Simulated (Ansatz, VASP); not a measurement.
One calculation of CdS, two programs

```
Cd S
1.0
     0.00000    2.93921    2.93921
     2.93921    0.00000    2.93921
     2.93921    2.93921    0.00000
Cd S
1 1
Direct
  0.00000 0.00000 0.00000
  0.25000 0.25000 0.25000
```

Alike in both runs: task single point; functional PBE; k mesh 5 × 5 × 5; no spin polarisation.

|  | VASP | Ansatz |
| --- | --- | --- |
| version | VASP 6.6.1 | Ansatz 0.2.0 |
| potentials or method | VASP PAW PBE potentials, release 64 (Cd, S) | plane waves |
| plane-wave cutoff (eV) | 500 | 420 |
| occupations | gaussian, width 0.01 eV | fixed |
| valence electrons in the cell | 18 | 26 |

|  | VASP | Ansatz | Ansatz less VASP |
| --- | --- | --- | --- |
| gap on the k mesh at the Fermi level (eV) | 1.09 | 1.09 | -0.003 |
| pressure (GPa) | 1.7 | 1.4 | -0.32 |

VASP's potentials hold 18 valence electrons a cell and Ansatz's 26, so a difference there can come from the potentials and not from the codes.
